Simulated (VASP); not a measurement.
# In (P6_3/mmc) in VASP: notebook, part 2 of 2

VASP 6.6.1. Earlier steps stand in the parts before.

**3. Single point, PBE**

Input file INCAR:

```
SYSTEM = In
ALGO = Normal ; EDIFF = 1E-6
ENCUT = 520 ; GGA = PE
ISIF = 2 ; ISMEAR = -1
LASPH = .TRUE. ; LCHARG = .FALSE.
LREAL = .FALSE. ; LWAVE = .FALSE.
NBANDS = 20 ; NELM = 60
PREC = Accurate ; SIGMA = 0.08
```

Input file KPOINTS:

```
k-points
0
G
  16 16 9
  0 0 0
```

Input file POSCAR:

```
In
1.0
    2.6842357679      0.0000000000      0.0000000000
   -1.3421178839      2.3246163648      0.0000000000
    0.0000000000      0.0000000000      4.4571313878
In
2
Direct
    0.3333333333      0.6666666667      0.2500000000
    0.6666666667      0.3333333333      0.7500000000
```

Potentials or basis: VASP PAW PBE potentials, release 64 (In_d).

The run is started by

```bash
cat potpaw_PBE.64/In_d/POTCAR > POTCAR
mpirun -np 1 vasp_std > vasp.out
```

OUTCAR:

```text
SYSTEM = In
   EDIFF = 1E-6
   ENCUT = 520
   GGA = PE
   ISIF = 2
   ISMEAR = -1
   LASPH = .TRUE.
   LREAL = .FALSE.
   NELM = 60
   PREC = Accurate

 ion  position               nearest neighbor table
   1  0.333  0.667  0.250-   2 2.71   2 2.71   2 2.71   2 2.71   2 2.71   2 2.71   2 3.82   2 3.82
                             2 3.82   2 3.82   2 3.82   2 3.82
   2  0.667  0.333  0.750-   1 2.71   1 2.71   1 2.71   1 2.71   1 2.71   1 2.71   1 3.82   1 3.82
                             1 3.82   1 3.82   1 3.82   1 3.82

  LATTYP: Found a hexagonal cell.
 ALAT       =     2.6842357679
 C/A-ratio  =     1.6604843140

  Lattice vectors:

 A1 = (   2.6842357679,   0.0000000000,   0.0000000000)
 A2 = (  -1.3421178839,   2.3246163648,   0.0000000000)
 A3 = (   0.0000000000,   0.0000000000,   4.4571313878)

Analysis of symmetry for initial positions (statically):
=====================================================================
 Subroutine PRICEL returns:
 Original cell was already a primitive cell.

 Routine SETGRP: Setting up the symmetry group for a
 hexagonal supercell.

 Subroutine GETGRP returns: Found 24 space group operations
 (whereof 12 operations were pure point group operations)
 out of a pool of 24 trial point group operations.

The static configuration has the point symmetry D_3d.
 The point group associated with its full space group is D_6h.

Analysis of symmetry for dynamics (positions and initial velocities):
=====================================================================
 Subroutine PRICEL returns:
 Original cell was already a primitive cell.

 Routine SETGRP: Setting up the symmetry group for a
 hexagonal supercell.

 Subroutine GETGRP returns: Found 24 space group operations
 (whereof 12 operations were pure point group operations)
 out of a pool of 24 trial point group operations.

The dynamic configuration has the point symmetry D_3d.
 The point group associated with its full space group is D_6h.

 Subroutine INISYM returns: Found 24 space group operations
 (whereof 12 operations are pure point group operations),
 and found     1 'primitive' translations

----------------------------------------------------------------------------------------

                                     Primitive cell

  volume of cell :      27.8117

  direct lattice vectors                    reciprocal lattice vectors
     2.684235768  0.000000000  0.000000000     0.372545516  0.215089254  0.000000000
    -1.342117884  2.324616365  0.000000000     0.000000000  0.430178508  0.000000000
     0.000000000  0.000000000  4.457131388     0.000000000  0.000000000  0.224359552

  length of vectors
     2.684235768  2.684235768  4.457131388     0.430178508  0.430178508  0.224359552

  position of ions in fractional coordinates (direct lattice)
     0.333333333  0.666666667  0.250000000
     0.666666667  0.333333333  0.750000000

  ion indices of the primitive-cell ions
   primitive index   ion index
                 1           1
                 2           2

----------------------------------------------------------------------------------------

 KPOINTS: k-points

Automatic generation of k-mesh.
 Grid dimensions read from file:
 generate k-points for:   16   16    9

 Generating k-lattice:

  Cartesian coordinates                     Fractional coordinates (reciprocal lattice)
     0.023284095  0.013443078  0.000000000     0.062500000  0.000000000  0.000000000
     0.000000000  0.026886157  0.000000000     0.000000000  0.062500000  0.000000000
     0.000000000  0.000000000  0.024928839     0.000000000  0.000000000  0.111111111

  Length of vectors
     0.026886157  0.026886157  0.024928839

  Shift w.r.t. Gamma in fractional coordinates (k-lattice)
     0.000000000  0.000000000  0.000000000

 Subroutine IBZKPT returns following result:
 ===========================================

 Found    150 irreducible k-points:

 Following reciprocal coordinates:
            Coordinates               Weight
  0.000000  0.000000  0.000000      1.000000
  0.062500  0.000000  0.000000      6.000000
  0.125000  0.000000  0.000000      6.000000
  0.187500 -0.000000  0.000000      6.000000
  0.250000  0.000000  0.000000      6.000000
  0.312500 -0.000000  0.000000      6.000000
[... 16 lines left out ...]
  0.187500  0.187500  0.000000      6.000000
  0.250000  0.187500  0.000000     12.000000
 [... further k-points ...]
   k-points           NKPTS =    150   k-points in BZ     NKDIM =    150   number of bands    NBANDS=     20
   number of dos      NEDOS =    301   number of ions     NIONS =      2
   total plane-waves  NPLWV =  14400
   dimension x,y,z NGX =    20 NGY =   20 NGZ =   36
   dimension x,y,z NGXF=    40 NGYF=   40 NGZF=   72
   ions per type =               2
   NGX,Y,Z   is equivalent  to a cutoff of  12.39, 12.39, 13.43 a.u.
   NGXF,Y,Z  is equivalent  to a cutoff of  24.77, 24.77, 26.86 a.u.
 SYSTEM =  In
   PREC   = accura    normal or accurate (medium, high low for compatibility)
   ISTART =      0    job   : 0-new  1-cont  2-samecut
   ICHARG =      2    charge: 1-file 2-atom 10-const
   ISPIN  =      1    spin polarized calculation?
   LNONCOLLINEAR =      F non collinear calculations
   LSORBIT =      F    spin-orbit coupling
   LASPH  =      T    aspherical Exc in radial PAW
   ENCUT  =  520.0 eV  38.22 Ry    6.18 a.u.   4.99  4.99  8.29*2*pi/ulx,y,z
   NELM   =     60;   NELMIN=  2; NELMDL= -5     # of ELM steps
   EDIFF  = 0.1E-05   stopping-criterion for ELM
   LREAL  =      F    real-space projection
   EDIFFG = 0.1E-04   stopping-criterion for IOM
   NSW    =      0    number of steps for IOM
   IBRION =     -1    ionic relax: 0-MD 1-quasi-New 2-CG
   NFREE  =      0    steps in history (QN), initial steepest desc. (CG)
   ISIF   =      2    stress and relaxation
   ISYM   =      2    0-nonsym 1-usesym 2-fastsym
   POTIM  = 0.5000    time-step for ionic-motion
   TEBEG  =    0.0;   TEEND  =   0.0 temperature during run
   PSTRESS=    0.0 pullay stress
   NELECT =      26.0000    total number of electrons
   NUPDOWN=      -1.0000    fix difference up-down
   EMIN   =  10.00;   EMAX   =-10.00  energy-range for DOS
   EFERMI =   0.00;   METHOD = LEGACY
   ISMEAR =    -1;   SIGMA  =   0.08  broadening in eV -4-tet -1-fermi 0-gaus
   EFERMI_NEDOS =   21; number of points for ismear=-14 and -15
   IALGO  =     38    algorithm
   IMIX   =      4    mixing-type and parameters
     AMIX     =   0.40;   BMIX     =  1.00
     AMIX_MAG =   1.60;   BMIX_MAG =  1.00
  volume/ion in A,a.u.               =      13.91        93.84
  Fermi-wavevector in a.u.,A,eV,Ry     =   1.600750  3.024979 34.863572  2.562400
  Thomas-Fermi vector in A             =   2.697837
   LORBIT       =      0    0 simple, 1 ext, 2 COOP (PROOUT), +10 PAW based schemes
   GGA     = PE    functional components
   LHFCALC =     F    Hartree Fock is set to
   AEXX    =    0.0000 exact exchange contribution
   IVDW    =     0    specifies the selected vdW correction
   LEPSILON=     F    determine dielectric tensor
   LRPA    =     F    only Hartree local field effects (RPA)
 non-spin polarized calculation
  energy-cutoff  :      520.00
  volume of cell :       27.81
 maximum number of plane-waves:       766
 NGX is ok and might be reduce to    20
   NGX =  9   NGY =  9   NGZ = 17

 number of electron      26.0000005 magnetization

 Free energy of the ion-electron system (eV)
  ---------------------------------------------------
  ext. energy  EPLUGINS =         0.00000000
  ---------------------------------------------------
  free energy    TOTEN  =         0.91059226 eV

  energy without entropy =        0.92397018  energy(sigma->0) =        0.91728122

 E-fermi :  18.1127     XC(G=0): -13.6574

 val. band max:       18.0956946507   @ k =   0.4375   0.0625   0.0000
 cond. band min:      18.1743582536   @ k =   0.3125   0.0625   0.3333
 fundamental gap:      0.0786636029
 Fermi energy:        18.1127303273

 k-point     1 :       0.0000    0.0000    0.0000
  band No.  band energies     occupation
      1       0.3299      2.00000
      2       1.1169      2.00000
      3       1.2634      2.00000
      4       1.2634      2.00000
      5       1.4238      2.00000
      6       1.4238      2.00000
[... 12 lines left out ...]
     19      34.0328      0.00000
     20      34.0328      0.00000
[... 507 lines left out ...]
 k-point    24 :       0.2500    0.1875    0.0000
  band No.  band energies     occupation
      1       0.6382      2.00000
      2       0.6968      2.00000
      3       0.8747      2.00000
      4       1.2273      2.00000
      5       1.5860      2.00000
      6       1.7185      2.00000
[... 12 lines left out ...]
     19      27.4730      0.00000
     20      35.1993      0.00000

 [... further k-points ...]
[... 5 lines left out ...]
  --------------------------------------------------------------------------------------
  -------------------------------------------------------------------------------------
  Total       24.3572735     24.3572735     24.3539008      0.0000000      0.0000000      0.0000000
  in kB     1403.1750981   1403.1750981   1402.9808058      0.0000000      0.0000000      0.0000000
  external PRESSURE =    1403.1103340 kB  Pullay stress =       0.0000000 kB

 VOLUME and BASIS-vectors are now :
 -----------------------------------------------------------------------------
  energy-cutoff  :      520.00
  volume of cell :       27.81
      direct lattice vectors                 reciprocal lattice vectors
     2.684235768  0.000000000  0.000000000     0.372545516  0.215089254  0.000000000
    -1.342117884  2.324616365  0.000000000     0.000000000  0.430178508  0.000000000
     0.000000000  0.000000000  4.457131388     0.000000000  0.000000000  0.224359552

 POSITION                                       TOTAL-FORCE (eV/Angst)
 -----------------------------------------------------------------------------------
     -0.00000      1.54974      1.11428         0.000000     -0.000000      0.000000
      1.34212      0.77487      3.34285        -0.000000      0.000000      0.000000
 -----------------------------------------------------------------------------------
    total drift:                                0.000000     -0.000000      0.000000

  FREE ENERGIE OF THE ION-ELECTRON SYSTEM (eV)
  ---------------------------------------------------
  free  energy   TOTEN  =         0.9105922646 eV

  energy  without entropy=        0.9239701847  energy(sigma->0) =        0.91728122
```

OSZICAR:

```text
N       E                     dE             d eps       ncg     rms          rms(c)
DAV:   1     0.207305176800E+03    0.20731E+03   -0.13161E+04  6464   0.225E+03
DAV:   2     0.153062492472E+02   -0.19200E+03   -0.18757E+03  6068   0.402E+02
DAV:   3     0.887775657040E+00   -0.14418E+02   -0.14310E+02  6848   0.124E+02
DAV:   4     0.545898194426E+00   -0.34188E+00   -0.34157E+00  7388   0.187E+01
DAV:   5     0.530587219846E+00   -0.15311E-01   -0.15309E-01  8648   0.334E+00    0.127E+01
DAV:   6     0.798217002216E+00    0.26763E+00   -0.16885E-01  8460   0.107E+01    0.641E+00
DAV:   7     0.904086368334E+00    0.10587E+00   -0.69604E-02  8648   0.642E+00    0.793E-01
DAV:   8     0.910628740663E+00    0.65424E-02   -0.11240E-02  8932   0.157E+00    0.112E-01
DAV:   9     0.910561695408E+00   -0.67045E-04   -0.90085E-05  7368   0.790E-02    0.114E-01
DAV:  10     0.910584878118E+00    0.23183E-04   -0.67050E-06  8516   0.305E-02    0.577E-02
DAV:  11     0.910592441451E+00    0.75633E-05   -0.12979E-05  6420   0.930E-02    0.178E-02
DAV:  12     0.910592264555E+00   -0.17690E-06   -0.51312E-07  4208   0.930E-03
   1 F= 0.91059226E+00 E0= 0.91728122E+00  d E =-.133779E-01
```

Run time: 45 s. Hardware: 1 thread of Intel Xeon 6975P-C, shared host; peak memory 0.19 GiB.

Results:

- Free energy: 0.9106 eV
- Pressure: 140.3 GPa
- Band gap on the k mesh: zero (band 13 reaches 22.79 eV, above the bottom of band 14 at 14.96 eV)

Caveat: spin-orbit coupling is left out, which moves the levels of the heavy elements.

**4. Single point, PBE**

Input file INCAR:

```
PREC     = Accurate       # precision mode
ENCUT    = 520            # plane-wave cutoff, eV
EDIFF    = 1E-6           # SCF threshold, eV
ISMEAR   = -1             # smearing method
SIGMA    = 0.08           # smearing width, eV
LREAL    = False          # projectors in reciprocal space
LASPH    = True           # aspherical terms in the spheres
NELM     = 60             # most SCF steps
ALGO     = Normal         # electronic algorithm
ISIF     = 2              # what is computed and relaxed
LWAVE    = False          # write WAVECAR
LCHARG   = False          # write CHGCAR
GGA      = PE             # functional
NBANDS   = 20             # bands
```

Input file KPOINTS:

```
Automatic mesh
0
Gamma
  16 16 9
```

Input file POSCAR:

```
In
1.0
    2.6840700530      0.0000000000      0.0000000000
   -1.3420350265      2.3244728514      0.0000000000
    0.0000000000      0.0000000000      4.4566613213
In
2
Direct
    0.3333333333      0.6666666667      0.2500000000
    0.6666666667      0.3333333333      0.7500000000
```

The run is started by

```bash
cat potpaw_PBE.64/In_d/POTCAR > POTCAR
mpirun -np 1 vasp_std > vasp.out
```

Wall time 46 s (1 thread of Intel Xeon 6975P-C, shared host); peak memory 0.19 GiB.

It converged, with:

```
Free energy            : 0.9162 eV
Pressure               : 140.5 GPa
Band gap on the k mesh : zero (band 13 reaches 22.80 eV, above the bottom of band 14 at 14.97 eV)
```

Levels at points of the mesh, in eV from the Fermi level:
```tsv
k point	band 9	band 10	band 11	band 12	band 13	band 14	band 15	band 16	band 17	band 18
(0.00, 0.00, 0.00)	-16.00	-15.53	-15.53	-7.66	-4.95	11.09	12.61	13.19	13.45	13.45
(0.50, 0.00, 0.00)	-15.40	-15.30	-7.65	-6.66	0.14	0.24	2.64	3.52	5.10	11.09
```

Caveat: spin-orbit coupling is left out, which moves the levels of the heavy elements.
